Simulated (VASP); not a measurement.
The system is Ta.

```
Ta
1.0
     2.84116    0.00000    0.00000
    -1.42058    2.46052    0.00000
     0.00000    0.00000    5.06081
Ta
2
Direct
  0.33333 0.66667 0.25000
  0.66667 0.33333 0.75000
```

This cell differs from its parent crystal: volume scaled by 0.94.

Base run:

```yaml
Program: VASP 6.6.1
Functional: PBEsol
Potentials_or_basis: VASP PAW PBE potentials, release 64 (Ta_pv)
Cutoff: 520 eV
k_mesh: 11 × 11 × 5
Occupations: fermi-dirac, width 0.05 eV
Spin: no spin polarisation
```

Its results: band gap on the k mesh zero (band 11 reaches 6.99 eV, above the bottom of band 12 at 5.31 eV); pressure 5.1 GPa.

Question: The run is repeated on the same cell with these changes: functional from PBEsol to r2SCAN. What comes out?

Answer: Band gap on the k mesh zero (band 11 reaches 6.98 eV, above the bottom of band 12 at 5.34 eV); pressure 9.9 GPa.

Caveats: the PAW data sets were made with another functional, which shifts forces and pressure a little; spin-orbit coupling is left out, which moves the levels of the heavy elements.
